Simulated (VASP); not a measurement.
# W (P6_3/mmc) in VASP: further runs, part 2 of 2

VASP 6.6.1. The steps go on from the part before.

## Step 4: Relaxation of cell and atoms, PBE

This run uses another cell than the first one, of 17.07 Å³/atom.

File INCAR:

```
ALGO = Fast ; EDIFF = 1E-7
EDIFFG = -0.01 ; ENCUT = 600
GGA = PE ; IBRION = 2
ISIF = 3 ; ISMEAR = 0
LASPH = T ; LCHARG = F
LREAL = F ; LWAVE = F
NELM = 60 ; NSW = 100
PREC = Accurate ; SIGMA = 0.1
```

File KPOINTS:

```
k-points
0
Gamma
  21 21 6
```

File POSCAR:

```
W
1.0
    2.7629137422      0.0000000000      0.0000000000
   -1.3814568711      2.3927534892      0.0000000000
    0.0000000000      0.0000000000     10.3254671299
W
4
Direct
    0.3333333333      0.6666666667      0.3819574750
    0.6666666667      0.3333333333      0.8819574750
    0.6666666667      0.3333333333      0.6180425250
    0.3333333333      0.6666666667      0.1180425250
```

Potentials or basis: VASP PAW PBE potentials, release 64 (W_sv).

Run with:

```
$ cat potpaw_PBE.64/W_sv/POTCAR > POTCAR
$ mpirun -np 1 vasp_std > vasp.out
```

OUTCAR:

```text
EDIFF = 1E-7
   EDIFFG = -0.01
   ENCUT = 600
   GGA = PE
   IBRION = 2
   ISIF = 3
   ISMEAR = 0
   LASPH = T
   LREAL = F
   NELM = 60
   NSW = 100
   PREC = Accurate

 ion  position               nearest neighbor table
   1  0.333  0.667  0.382-   4 2.73   3 2.91   3 2.91   3 2.91
   2  0.667  0.333  0.882-   3 2.73   4 2.91   4 2.91   4 2.91
   3  0.667  0.333  0.618-   2 2.73   1 2.91   1 2.91   1 2.91
   4  0.333  0.667  0.118-   1 2.73   2 2.91   2 2.91   2 2.91

  LATTYP: Found a hexagonal cell.
 ALAT       =     2.7629137422
 C/A-ratio  =     3.7371659391

  Lattice vectors:

 A1 = (   2.7629137422,   0.0000000000,   0.0000000000)
 A2 = (  -1.3814568711,   2.3927534892,   0.0000000000)
 A3 = (   0.0000000000,   0.0000000000,  10.3254671299)

Analysis of symmetry for initial positions (statically):
=====================================================================
 Subroutine PRICEL returns:
 Original cell was already a primitive cell.

 Routine SETGRP: Setting up the symmetry group for a
 hexagonal supercell.

 Subroutine GETGRP returns: Found 24 space group operations
 (whereof 12 operations were pure point group operations)
 out of a pool of 24 trial point group operations.

The static configuration has the point symmetry D_3d.
 The point group associated with its full space group is D_6h.

Analysis of symmetry for dynamics (positions and initial velocities):
=====================================================================
 Subroutine PRICEL returns:
 Original cell was already a primitive cell.

 Routine SETGRP: Setting up the symmetry group for a
 hexagonal supercell.

 Subroutine GETGRP returns: Found 24 space group operations
 (whereof 12 operations were pure point group operations)
 out of a pool of 24 trial point group operations.

The dynamic configuration has the point symmetry D_3d.
[... 130 lines left out ...]
   LHFCALC =     F    Hartree Fock is set to
   AEXX    =    0.0000 exact exchange contribution
   IVDW    =     0    specifies the selected vdW correction
   LEPSILON=     F    determine dielectric tensor
   LRPA    =     F    only Hartree local field effects (RPA)
 conjugate gradient relaxation of ions
 non-spin polarized calculation
 RMM-DIIS sequential band-by-band and
 Gauss-broadening in eV      SIGMA  =   0.10
  energy-cutoff  :      600.00
  volume of cell :       68.26
 maximum number of plane-waves:      2337
 NGX is ok and might be reduce to    24

--------------------------------------- Ionic step        1  -------------------------------------------

 number of electron      55.9999998 magnetization

 Free energy of the ion-electron system (eV)
  ---------------------------------------------------
  ext. energy  EPLUGINS =         0.00000000
  ---------------------------------------------------
  free energy    TOTEN  =       -48.10984030 eV

  energy without entropy =      -48.09180123  energy(sigma->0) =      -48.10082076

------------------------ aborting loop because EDIFF is reached ----------------------------------------

  FORCE on cell =-STRESS in cart. coord.  units (eV):
  Direction    XX          YY          ZZ          XY          YZ          ZX
  --------------------------------------------------------------------------------------
  -------------------------------------------------------------------------------------
  Total        0.8474982      0.8474982     -0.9757733     -0.0000000     -0.0000000      0.0000000
  in kB       19.8918138     19.8918138    -22.9025850     -0.0000000     -0.0000000      0.0000000
  external PRESSURE =       5.6270142 kB  Pullay stress =       0.0000000 kB
[... 177 lines left out ...]
--------------------------------------- Ionic step        6  -------------------------------------------

 number of electron      55.9999999 magnetization

 Free energy of the ion-electron system (eV)
  ---------------------------------------------------
  ext. energy  EPLUGINS =         0.00000000
  ---------------------------------------------------
  free energy    TOTEN  =       -48.11779628 eV

  energy without entropy =      -48.10060099  energy(sigma->0) =      -48.10919864

 E-fermi :  10.3032     XC(G=0): -13.1585

 val. band max:       10.2981850076   @ k =   0.0952   0.0476   0.5000
 cond. band min:      10.3062237547   @ k =   0.2857   0.1905   0.0000
 fundamental gap:      0.0080387470
 Fermi energy:        10.3031538652

 k-point     1 :       0.0000    0.0000    0.0000
  band No.  band energies     occupation
      1     -63.6864      2.00000
      2     -63.6493      2.00000
      3     -63.6448      2.00000
      4     -63.6075      2.00000
      5     -28.5153      2.00000
      6     -28.0276      2.00000
[... 853 lines left out ...]
     32      11.6874      0.00000
     33      11.8672      0.00000

 [... further k-points ...]

------------------------ aborting loop because EDIFF is reached ----------------------------------------

  FORCE on cell =-STRESS in cart. coord.  units (eV):
  Direction    XX          YY          ZZ          XY          YZ          ZX
  --------------------------------------------------------------------------------------
  -------------------------------------------------------------------------------------
  Total        0.0179604      0.0179604      0.0050331      0.0000000      0.0000000      0.0000000
  in kB        0.4215359      0.4215359      0.1181288      0.0000000      0.0000000      0.0000000
  external PRESSURE =       0.3204002 kB  Pullay stress =       0.0000000 kB
[... 19 lines left out ...]
  FREE ENERGIE OF THE ION-ELECTRON SYSTEM (eV)
  ---------------------------------------------------
  free  energy   TOTEN  =       -48.1177962789 eV

  energy  without entropy=      -48.1006009928  energy(sigma->0) =      -48.10919864

 reached required accuracy - stopping structural energy minimisation
```

OSZICAR:

```text
N       E                     dE             d eps       ncg     rms          rms(c)
DAV:   1     0.768679335180E+03    0.76868E+03   -0.36810E+04 12672   0.219E+03
DAV:   2    -0.982760549546E+01   -0.77851E+03   -0.76904E+03 13466   0.655E+02
DAV:   3    -0.491041969780E+02   -0.39277E+02   -0.38127E+02 15821   0.133E+02
[... 79 lines left out ...]
RMM:   4    -0.481177935005E+02    0.58864E-06   -0.11298E-04 14050   0.667E-02    0.447E-03
RMM:   5    -0.481177956872E+02   -0.21867E-05   -0.27433E-05 16138   0.285E-02    0.295E-03
RMM:   6    -0.481177961001E+02   -0.41294E-06   -0.52506E-06 15078   0.116E-02    0.145E-03
RMM:   7    -0.481177962603E+02   -0.16017E-06   -0.11496E-06 11978   0.585E-03    0.375E-04
RMM:   8    -0.481177962789E+02   -0.18564E-07   -0.33957E-07  8180   0.288E-03
   6 F= -.48117796E+02 E0= -.48109199E+02  d E =-.146480E-03
```

It took 77 min on 1 thread of Oxide Virtual Turin-like, shared host; peak memory 0.47 GiB.

Results:

```yaml
Free_energy: -48.1178 eV
Energy_gained_by_relaxing: 2.0 meV/atom
Ionic_steps: 6
Pressure_after_relaxing: 0.0 GPa
Largest_force_after_relaxing: 0.006 eV/Å
Band_gap_on_the_k_mesh: zero (bands 28 and 29 overlap by 1.70 eV)
```

Forces on the atoms (eV/Å):
```
W    0.000  0.000 -0.006
W    0.000  0.000 -0.006
W    0.000  0.000  0.006
W    0.000  0.000  0.006
```

Step by step:
| step | energy change (eV) | largest force (eV/Å) | pressure (GPa) | volume (Å³) |
| --- | --- | --- | --- | --- |
| 1 | 0.0000 | 0.0547 | 0.56 | 68.26 |
| 2 | 0.0019 | 0.0304 | -2.37 | 68.84 |
| 3 | -0.0069 | 0.0459 | -0.88 | 68.54 |
| 4 | -0.0050 | 0.0244 | 1.63 | 67.81 |
| 5 | -0.0078 | 0.0392 | 0.02 | 68.27 |
| 6 | -0.0080 | 0.0060 | 0.03 | 68.26 |

Final structure:
```xyz
4
Lattice="2.7741 0.0000 0.0000 -1.3870 2.4024 0.0000 0.0000 0.0000 10.2428" Properties=species:S:1:pos:R:3 pbc="T T T"
W     0.0000    1.6016    3.9087
W     1.3870    0.8008    9.0301
W     1.3870    0.8008    6.3341
W     0.0000    1.6016    1.2127
```

Levels at points of the mesh, in eV from the Fermi level:
```
           k point  band 24  band 25  band 26  band 27  band 28  band 29  band 30  band 31  band 32  band 33
(0.00, 0.00, 0.00)    -0.80    -0.72    -0.72    -0.47    -0.47    -0.37    -0.37    -0.08    -0.08     1.77
(0.00, 0.00, 0.50)    -1.21    -0.62    -0.62    -0.62    -0.62    -0.21    -0.21    -0.21    -0.21     2.12
```

Caveat: spin-orbit coupling is left out, which moves the levels of the heavy elements.

## Step 5: Single point, PBE

This run uses another cell than the first one: it holds 8 atoms, not 4.

File INCAR:

```
ALGO = Fast
EDIFF = 1E-7
ENCUT = 520
GGA = PE
ISIF = 2
ISMEAR = 0
LASPH = True
LCHARG = False
LREAL = False
LWAVE = False
NBANDS = 66
NELM = 80
PREC = Accurate
SIGMA = 0.1
```

File KPOINTS:

```
k-points
0
Gamma
  15 15 2
```

File POSCAR:

```
W
1.0
    2.7762317549      0.0000000000      0.0000000000
   -1.3881158775      2.4042872265      0.0000000000
    0.0000000000      0.0000000000     20.4083387079
W
8
Direct
    0.0000000000      0.0000000000      0.0659284615
    0.0000000000      0.0000000000      0.5659284615
    0.0000000000      0.0000000000      0.4340715385
    0.0000000000      0.0000000000      0.9340715385
    0.3333333333      0.6666666667      0.1844274503
    0.6666666667      0.3333333333      0.6844274503
    0.3333333333      0.6666666667      0.3155725497
    0.6666666667      0.3333333333      0.8155725497
```

Potentials or basis: VASP PAW PBE potentials, release 64 (W_sv).

Run with:

```
$ cat potpaw_PBE.64/W_sv/POTCAR > POTCAR
$ mpirun -np 1 vasp_std > vasp.out
```

OUTCAR:

```text
EDIFF = 1E-7
   ENCUT = 520
   GGA = PE
   ISIF = 2
   ISMEAR = 0
   LASPH = True
   LREAL = False
   NELM = 80
   PREC = Accurate

 ion  position               nearest neighbor table
   1  0.000  0.000  0.066-   4 2.69   5 2.90   5 2.90   5 2.90
   2  0.000  0.000  0.566-   3 2.69   6 2.90   6 2.90   6 2.90
   3  0.000  0.000  0.434-   2 2.69   7 2.90   7 2.90   7 2.90
   4  0.000  0.000  0.934-   1 2.69   8 2.90   8 2.90   8 2.90
   5  0.333  0.667  0.184-   7 2.68   1 2.90   1 2.90   1 2.90
   6  0.667  0.333  0.684-   8 2.68   2 2.90   2 2.90   2 2.90
   7  0.333  0.667  0.316-   5 2.68   3 2.90   3 2.90   3 2.90
   8  0.667  0.333  0.816-   6 2.68   4 2.90   4 2.90   4 2.90

  LATTYP: Found a hexagonal cell.
 ALAT       =     2.7762317549
 C/A-ratio  =     7.3510933199

  Lattice vectors:

 A1 = (   2.7762317549,   0.0000000000,   0.0000000000)
 A2 = (  -1.3881158775,   2.4042872265,   0.0000000000)
 A3 = (   0.0000000000,   0.0000000000,  20.4083387079)

Analysis of symmetry for initial positions (statically):
=====================================================================
 Subroutine PRICEL returns:
 Original cell was already a primitive cell.

 Routine SETGRP: Setting up the symmetry group for a
 hexagonal supercell.

 Subroutine GETGRP returns: Found 24 space group operations
 (whereof 12 operations were pure point group operations)
 out of a pool of 24 trial point group operations.

The static configuration has the point symmetry D_3d.
 The point group associated with its full space group is D_6h.

Analysis of symmetry for dynamics (positions and initial velocities):
=====================================================================
 Subroutine PRICEL returns:
 Original cell was already a primitive cell.

 Routine SETGRP: Setting up the symmetry group for a
 hexagonal supercell.

 Subroutine GETGRP returns: Found 24 space group operations
 (whereof 12 operations were pure point group operations)
 out of a pool of 24 trial point group operations.

The dynamic configuration has the point symmetry D_3d.
 The point group associated with its full space group is D_6h.

 Subroutine INISYM returns: Found 24 space group operations
 (whereof 12 operations are pure point group operations),
 and found     1 'primitive' translations

----------------------------------------------------------------------------------------

                                     Primitive cell

  volume of cell :     136.2228

  direct lattice vectors                    reciprocal lattice vectors
     2.776231755  0.000000000  0.000000000     0.360200476  0.207961842  0.000000000
    -1.388115877  2.404287227  0.000000000     0.000000000  0.415923684  0.000000000
     0.000000000  0.000000000 20.408338708     0.000000000  0.000000000  0.048999579

  length of vectors
     2.776231755  2.776231755 20.408338708     0.415923684  0.415923684  0.048999579

[... 45 lines left out ...]
 Found     54 irreducible k-points:

 Following reciprocal coordinates:
            Coordinates               Weight
  0.000000  0.000000  0.000000      1.000000
  0.066667  0.000000  0.000000      6.000000
  0.133333  0.000000  0.000000      6.000000
  0.200000  0.000000  0.000000      6.000000
  0.266667  0.000000  0.000000      6.000000
  0.333333  0.000000  0.000000      6.000000
[... 16 lines left out ...]
  0.333333  0.200000  0.000000     12.000000
  0.400000  0.200000  0.000000      6.000000
 [... further k-points ...]
   k-points           NKPTS =     54   k-points in BZ     NKDIM =     54   number of bands    NBANDS=     66
   number of dos      NEDOS =    301   number of ions     NIONS =      8
   total plane-waves  NPLWV =  92160
   dimension x,y,z NGX =    24 NGY =   24 NGZ =  160
   dimension x,y,z NGXF=    48 NGYF=   48 NGZF=  320
   ions per type =               8
   NGX,Y,Z   is equivalent  to a cutoff of  14.37, 14.37, 13.03 a.u.
   NGXF,Y,Z  is equivalent  to a cutoff of  28.74, 28.74, 26.07 a.u.
 SYSTEM =  unknown system
   PREC   = accura    normal or accurate (medium, high low for compatibility)
   ISTART =      0    job   : 0-new  1-cont  2-samecut
   ICHARG =      2    charge: 1-file 2-atom 10-const
   ISPIN  =      1    spin polarized calculation?
   LNONCOLLINEAR =      F non collinear calculations
   LSORBIT =      F    spin-orbit coupling
   LASPH  =      T    aspherical Exc in radial PAW
   ENCUT  =  520.0 eV  38.22 Ry    6.18 a.u.   5.16  5.16 37.95*2*pi/ulx,y,z
   NELM   =     80;   NELMIN=  2; NELMDL= -5     # of ELM steps
   EDIFF  = 0.1E-06   stopping-criterion for ELM
   LREAL  =      F    real-space projection
   EDIFFG = 0.1E-05   stopping-criterion for IOM
   NSW    =      0    number of steps for IOM
   IBRION =     -1    ionic relax: 0-MD 1-quasi-New 2-CG
   NFREE  =      0    steps in history (QN), initial steepest desc. (CG)
   ISIF   =      2    stress and relaxation
   ISYM   =      2    0-nonsym 1-usesym 2-fastsym
   POTIM  = 0.5000    time-step for ionic-motion
   TEBEG  =    0.0;   TEEND  =   0.0 temperature during run
   PSTRESS=    0.0 pullay stress
   NELECT =     112.0000    total number of electrons
   NUPDOWN=      -1.0000    fix difference up-down
   EMIN   =  10.00;   EMAX   =-10.00  energy-range for DOS
   EFERMI =   0.00;   METHOD = LEGACY
   ISMEAR =     0;   SIGMA  =   0.10  broadening in eV -4-tet -1-fermi 0-gaus
   EFERMI_NEDOS =   21; number of points for ismear=-14 and -15
   IALGO  =     68    algorithm
   IMIX   =      4    mixing-type and parameters
     AMIX     =   0.40;   BMIX     =  1.00
     AMIX_MAG =   1.60;   BMIX_MAG =  1.00
  volume/ion in A,a.u.               =      17.03       114.91
  Fermi-wavevector in a.u.,A,eV,Ry     =   1.533667  2.898209 32.002711  2.352133
  Thomas-Fermi vector in A             =   2.640702
   LORBIT       =      0    0 simple, 1 ext, 2 COOP (PROOUT), +10 PAW based schemes
   GGA     = PE    functional components
   LHFCALC =     F    Hartree Fock is set to
   AEXX    =    0.0000 exact exchange contribution
   IVDW    =     0    specifies the selected vdW correction
   LEPSILON=     F    determine dielectric tensor
   LRPA    =     F    only Hartree local field effects (RPA)
 non-spin polarized calculation
 RMM-DIIS sequential band-by-band and
 Gauss-broadening in eV      SIGMA  =   0.10
  energy-cutoff  :      520.00
  volume of cell :      136.22
 maximum number of plane-waves:      3700
 NGX is ok and might be reduce to    24

 number of electron     111.9999991 magnetization

 Free energy of the ion-electron system (eV)
  ---------------------------------------------------
  ext. energy  EPLUGINS =         0.00000000
  ---------------------------------------------------
  free energy    TOTEN  =       -96.19059788 eV

  energy without entropy =      -96.14119964  energy(sigma->0) =      -96.16589876

 E-fermi :  10.3184     XC(G=0): -13.1721

 val. band max:       10.3067231340   @ k =   0.2667   0.2667   0.5000
 cond. band min:      10.3217133432   @ k =   0.3333   0.0667   0.0000
 fundamental gap:      0.0149902092
 Fermi energy:        10.3184280409

 k-point     1 :       0.0000    0.0000    0.0000
  band No.  band energies     occupation
      1     -63.6543      2.00000
      2     -63.6425      2.00000
      3     -63.6424      2.00000
      4     -63.6152      2.00000
      5     -63.6118      2.00000
      6     -63.5856      2.00000
[... 1645 lines left out ...]
     65      12.0218      0.00000
     66      12.5253      0.00000

 [... further k-points ...]

------------------------ aborting loop because EDIFF is reached ----------------------------------------

  FORCE on cell =-STRESS in cart. coord.  units (eV):
  Direction    XX          YY          ZZ          XY          YZ          ZX
  --------------------------------------------------------------------------------------
  -------------------------------------------------------------------------------------
  Total        0.4294330      0.4294330      0.5250053     -0.0000000      0.0000000      0.0000000
  in kB        5.0507547      5.0507547      6.1748237     -0.0000000      0.0000000      0.0000000
  external PRESSURE =       5.4254444 kB  Pullay stress =       0.0000000 kB

 VOLUME and BASIS-vectors are now :
 -----------------------------------------------------------------------------
  energy-cutoff  :      520.00
  volume of cell :      136.22
      direct lattice vectors                 reciprocal lattice vectors
     2.776231755  0.000000000  0.000000000     0.360200476  0.207961842  0.000000000
    -1.388115877  2.404287227  0.000000000     0.000000000  0.415923684  0.000000000
     0.000000000  0.000000000 20.408338708     0.000000000  0.000000000  0.048999579

 POSITION                                       TOTAL-FORCE (eV/Angst)
 -----------------------------------------------------------------------------------
      0.00000      0.00000      1.34549        -0.000000     -0.000000      0.002640
      0.00000      0.00000     11.54966         0.000000     -0.000000      0.002640
      0.00000      0.00000      8.85868        -0.000000      0.000000     -0.002640
      0.00000      0.00000     19.06285         0.000000      0.000000     -0.002640
     -0.00000      1.60286      3.76386        -0.000000     -0.000000      0.000002
      1.38812      0.80143     13.96803         0.000000     -0.000000      0.000002
     -0.00000      1.60286      6.44031        -0.000000      0.000000     -0.000002
      1.38812      0.80143     16.64448         0.000000      0.000000     -0.000002
 -----------------------------------------------------------------------------------
    total drift:                                0.000000      0.000000      0.000000

  FREE ENERGIE OF THE ION-ELECTRON SYSTEM (eV)
  ---------------------------------------------------
  free  energy   TOTEN  =       -96.1905978836 eV

  energy  without entropy=      -96.1411996437  energy(sigma->0) =      -96.16589876
```

It took 18 min on 1 thread of Oxide Virtual Turin-like, shared host; peak memory 0.46 GiB.

Results:

| Quantity | Value |
| --- | --- |
| Free energy | -96.1906 eV |
| Pressure | 0.5 GPa |
| Band gap on the k mesh | zero (bands 56 and 57 overlap by 1.53 eV) |

Forces on the atoms (eV/Å):
```
W    0.000  0.000  0.003
W    0.000  0.000  0.003
W    0.000  0.000 -0.003
W    0.000  0.000 -0.003
W    0.000  0.000  0.000
W    0.000  0.000  0.000
W    0.000  0.000  0.000
W    0.000  0.000  0.000
```

Stress tensor (GPa, compression positive):
```
0.51 0.00 0.00
0.00 0.51 0.00
0.00 0.00 0.62
```

Levels at points of the mesh, in eV from the Fermi level:
```tsv
k point	band 53	band 54	band 55	band 56	band 57	band 58	band 59	band 60
(0.00, 0.00, 0.00)	-0.61	-0.61	-0.44	-0.44	-0.36	-0.36	-0.21	-0.21
(0.00, 0.00, 0.50)	-0.53	-0.53	-0.53	-0.53	-0.28	-0.28	-0.28	-0.28
```

Caveat: spin-orbit coupling is left out, which moves the levels of the heavy elements.

## Step 6: Summary

```tsv
task	cell	k mesh	cutoff (eV)	gap on the mesh (eV)	pressure (GPa)
single point	a = 2.784, b = 2.784, c = 9.825 Å, angles 90.0, 90.0, 120.0°, 4 atoms, atomic positions A	18 × 18 × 6	520	none	0.5
single point	a = 4.355, b = 4.355, c = 4.962 Å, angles 90.0, 90.0, 120.0°, 4 atoms, atomic positions B	12 × 12 × 10	520	none	0.7
relaxation of cell and atoms	relaxed from a = 2.763, b = 2.763, c = 10.325 Å, angles 90.0, 90.0, 120.0°, 4 atoms, atomic positions C	21 × 21 × 6	600	none	0.0
single point	a = 2.776, b = 2.776, c = 20.408 Å, angles 90.0, 90.0, 120.0°, 8 atoms, atomic positions D	15 × 15 × 2	520	none	0.5
```

Alike in all rows: level PBE; potentials or basis VASP PAW PBE potentials, release 64 (W_sv); no spin polarisation; smearing gaussian 0.1 eV.

Caveats: spin-orbit coupling is left out, which moves the levels of the heavy elements.

Absolute energies hang on the potentials; compare differences alone.

The gap in the log of VASP goes by the Fermi energy; the results here count the filled bands.